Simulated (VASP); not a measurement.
PbO, 4 atoms in the cell. It takes space group P6_3/mmc (No. 194, hexagonal). The conventional cell has a = 3.647 Å, b = 3.647 Å, c = 6.572 Å, α = 90.00°, β = 90.00°, γ = 120.00°. Within 3.5 Å of Pb (site symmetry -3m) lie 6 O at 2.67 Å and 2 Pb at 3.29 Å. O (site symmetry -6m2) has 6 Pb at 2.67 Å within 3.5 Å.  This cell differs from its parent crystal: volume changed by +3%.

```yaml
Program: VASP 6.6.1
Task: single point
Functional: PBE
Potentials_or_basis: VASP PAW PBE potentials, release 64 (Pb_d, O)
Cutoff: 520 eV
k_mesh: 6 × 6 × 4
Occupations: fermi-dirac, width 0.02 eV
Spin: no spin polarisation
Dipole_correction: no
Further_INCAR_settings: ALGO = Normal; EDIFF = 1e-06; NBANDS = 28
```

Potentials or basis: VASP PAW PBE potentials, release 64 (Pb_d, O).

Command:

```bash
$ cat potpaw_PBE.64/Pb_d/POTCAR potpaw_PBE.64/O/POTCAR > POTCAR
$ mpirun -np 1 vasp_std > vasp.out
```

Hardware: 1 thread of Intel(R) Xeon(R) 6975P-C (Granite Rapids) (shared host).

Q: Estimate the wall time of this run.

A: It took 32 s on 1 thread of Intel(R) Xeon(R) 6975P-C (Granite Rapids), on a shared host, peak memory 0.19 GiB. Counts: scf iterations 15, k points 21.
